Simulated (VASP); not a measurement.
SnO2: single point with r2SCAN

SnO2:

```xyz
6
Lattice="4.7602 0.0000 0.0000 0.0000 4.7602 0.0000 0.0000 0.0000 3.2006" Properties=species:S:1:pos:R:3 pbc="T T T"
Sn   -0.1000    0.0000   -0.1000
Sn    2.3801    2.3801    1.6003
O     1.4561    1.4561    0.0000
O     0.9240    3.8362    1.6003
O     3.3041    3.3041    0.0000
O     3.8362    0.9240    1.6003
```

This cell differs from its parent crystal: atom 1 (Sn) moved by (-0.100, -0.100) A along x and z.

```
Program                : VASP 6.6.1
Task                   : single point
Functional             : r2SCAN
Potentials or basis    : VASP PAW PBE potentials, release 64 (Sn_d, O)
Cutoff                 : 520 eV
k mesh                 : 6 × 6 × 8
Occupations            : gaussian, width 0.05 eV
Spin                   : no spin polarisation
Dipole correction      : no
Further INCAR settings : ALGO = Normal; EDIFF = 1e-06; NBANDS = 35
```

```json
{
  "Pressure": "2.6 GPa",
  "Largest force": "3.351 eV/Å",
  "Band gap on the k mesh": "1.68 eV"
}
```

Forces on the atoms (eV/Å):
```
Sn   2.555 -0.151  2.162
Sn  -0.963 -0.003 -0.029
O   -0.217 -0.299 -0.061
O   -0.315  0.203 -0.679
O   -0.342 -0.443 -0.005
O   -0.719  0.692 -1.389
```

Stress tensor (GPa, compression positive):
```
 1.50 -0.14  0.91
-0.14  2.76 -1.67
 0.91 -1.67  3.46
```

Levels at points of the mesh, in eV from the valence-band top:
| k point | band 22 | band 23 | band 24 | band 25 | band 26 | band 27 | band 28 | band 29 | band 30 | band 31 |
| --- | --- | --- | --- | --- | --- | --- | --- | --- | --- | --- |
| (0.00, 0.00, 0.00) | -1.29 | -1.15 | -0.95 | -0.85 | 0.00 | 1.68 | 6.52 | 6.95 | 7.14 | 10.94 |
| (0.50, 0.00, 0.00) | -1.99 | -1.42 | -1.06 | -1.01 | -0.39 | 4.83 | 4.93 | 7.62 | 7.83 | 11.70 |
| (0.00, 0.50, 0.00) | -2.03 | -1.25 | -1.14 | -0.74 | -0.64 | 4.84 | 4.90 | 7.69 | 7.77 | 11.73 |
| (0.50, 0.50, 0.00) | -2.10 | -1.36 | -1.27 | -0.97 | -0.95 | 5.27 | 5.34 | 8.11 | 8.17 | 11.83 |
| (0.00, 0.00, 0.50) | -2.61 | -1.97 | -1.88 | -1.23 | -1.18 | 6.72 | 6.78 | 10.28 | 10.42 | 11.43 |
| (0.50, 0.00, 0.50) | -1.88 | -1.14 | -1.13 | -0.76 | -0.74 | 6.99 | 7.04 | 8.74 | 8.78 | 11.79 |
| (0.00, 0.50, 0.50) | -1.85 | -1.27 | -1.25 | -0.68 | -0.64 | 6.99 | 7.03 | 8.75 | 8.77 | 11.67 |
| (0.50, 0.50, 0.50) | -2.24 | -1.33 | -1.20 | -0.77 | -0.69 | 5.40 | 5.43 | 9.53 | 9.55 | 11.63 |

It took 22 min on 1 thread of Intel Xeon 8259CL, on a shared host, peak memory 0.39 GiB.

Caveat: the cell differs from its parent crystal (atom 1 (Sn) moved by (-0.100, -0.100) A along x and z); the PAW data sets were made with another functional, which shifts forces and pressure a little; spin-orbit coupling is left out, which moves the levels of the heavy elements.
